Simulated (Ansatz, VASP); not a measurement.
LiCaF3 in VASP and in Ansatz

File INCAR:

```
ALGO = Normal
EDIFF = 1E-7
ENCUT = 520
ISIF = 2
ISMEAR = 0
LASPH = True
LCHARG = False
LREAL = False
LWAVE = False
NBANDS = 25
NELM = 80
PREC = Accurate
SIGMA = 0.05
```

The input KPOINTS:

```
k-points
0
Gamma
  6 6 6
```

File POSCAR:

```
LiCaF3
1.0
    3.7612440000      0.0000000000      0.0000000000
    0.0000000000      3.7612440000      0.0000000000
    0.0000000000      0.0000000000      3.7612440000
Li Ca F
1 1 3
Direct
    0.5000000000      0.5000000000      0.5000000000
    0.0000000000      0.0000000000      0.0000000000
   -0.0199402113      0.5000000000      0.5000000000
    0.4800597887      0.5000000000      0.0000000000
    0.4800597887      0.0000000000      0.5000000000
```

Input for Ansatz:

```yaml
crystal:
  lattice:
    - [3.761244, 0.0, 0.0]
    - [0.0, 3.761244, 0.0]
    - [0.0, 0.0, 3.761244]
  atoms:
    - { symbol: Li, position: [0.5, 0.5, 0.5] }
    - { symbol: Ca, position: [0.0, 0.0, 0.0] }
    - { symbol: F, position: [-0.0199402113, 0.5, 0.5] }
    - { symbol: F, position: [0.4800597887, 0.5, 0.0] }
    - { symbol: F, position: [0.4800597887, 0.0, 0.5] }
basis:
  ecutwfc: 420
kpoints:
  mp_grid: { grid: [6, 6, 6] }
hamiltonian:
  xc: lda
scf:
  occupations: { method: gaussian, width: 0.05 }
output:
  forces: true
  stress: true
  eigenvalues: true
```

Change from the starting cell: all F atoms moved +0.075 Å, as atom 3 towards its neighbour atom 1 (Li) at 1.881 Å.

Alike in both runs: task single point; functional LDA; k mesh 6 × 6 × 6; occupations gaussian, width 0.05 eV; no spin polarisation.

```csv
,VASP,Ansatz
version,VASP 6.6.1,Ansatz 0.2.0
potentials or method,"VASP PAW LDA potentials, release 64 (Li_sv, Ca_sv, F), cutoff 520 eV","scalar-relativistic, plane waves, PAW"
valence electrons in the cell,34,34
```

|  | VASP | Ansatz | Ansatz less VASP |
| --- | --- | --- | --- |
| gap on the k mesh at the Fermi level (eV) | 6.36 | 6.38 | +0.017 |
| least direct gap on the mesh (eV) | 6.48 | 6.50 | +0.015 |
| rms of the force components (eV/Å) | 0.125 | 0.124 | -0.0010 |

LDA's correlation is that of Perdew and Zunger in VASP and of Perdew and Wang (1992) in Ansatz. Atom by atom the forces differ by 0.003 eV/Å (rms over components).

Noted on VASP's run: the cutoff is under 1.25 times that of the potentials, so the pressure is a little rough.
